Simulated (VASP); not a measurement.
Ca3Zr2N: single point with PBE

Ca3Zr2N:

```
CELL_PARAMETERS angstrom
5.33757 0.00000 0.00000
0.00000 5.33757 0.00000
0.00000 0.00000 5.02632
ATOMIC_POSITIONS crystal
Ca 0.00000 0.00000 0.00000
Ca 0.00000 0.50000 0.50000
Ca 0.50000 0.00000 0.50000
Zr 0.00000 0.00000 0.50000
Zr 0.50000 0.50000 0.50000
N 0.50000 0.50000 0.00000
```

The cell was generated, and may not be a known phase.

- Program: VASP 6.6.1
- Task: single point
- Functional: PBE
- Potentials or basis: VASP PAW PBE potentials, release 64 (Ca_sv, Zr_sv, N)
- Cutoff: 520 eV
- k mesh: 4 × 4 × 4
- Occupations: gaussian, width 0.1 eV
- Spin: no spin polarisation
- Dipole correction: no
- Further INCAR settings: ALGO = Normal; EDIFF = 1e-06; NBANDS = 38

```
Pressure               : 9.2 GPa
Band gap on the k mesh : zero (an odd number of electrons rules out a gap without spin polarisation)
```

Stress tensor (GPa, compression positive):
```
16.32  0.00  0.00
 0.00 16.32  0.00
 0.00  0.00 -5.15
```

Levels at points of the mesh, in eV from the Fermi level:
| k point | band 25 | band 26 | band 27 | band 28 | band 29 | band 30 | band 31 | band 32 | band 33 | band 34 |
| --- | --- | --- | --- | --- | --- | --- | --- | --- | --- | --- |
| (0.00, 0.00, 0.00) | -1.60 | -1.38 | -1.24 | -1.24 | -0.79 | -0.76 | -0.52 | 0.42 | 0.57 | 0.57 |
| (0.50, 0.00, 0.00) | -1.49 | -1.30 | -0.97 | -0.58 | -0.49 | -0.48 | -0.20 | 0.04 | 0.48 | 0.59 |
| (0.50, 0.50, 0.00) | -1.46 | -0.96 | -0.96 | -0.73 | -0.29 | 0.95 | 0.95 | 1.43 | 1.43 | 1.60 |
| (0.00, 0.00, 0.50) | -2.29 | -2.22 | -0.74 | -0.24 | -0.23 | -0.09 | -0.09 | 0.61 | 1.73 | 1.73 |
| (0.50, 0.00, 0.50) | -1.23 | -1.20 | -0.97 | -0.66 | -0.49 | -0.22 | 0.78 | 1.14 | 1.22 | 1.70 |
| (0.50, 0.50, 0.50) | -0.76 | -0.41 | -0.09 | -0.09 | 0.15 | 0.72 | 0.72 | 1.41 | 1.63 | 2.11 |

Wall time 2.8 min on 1 thread of Oxide Virtual Turin-like Processor, with other jobs on the host, peak memory 0.25 GiB.

Caveat: the stress differs along the axes, from -5 to 16 GPa.
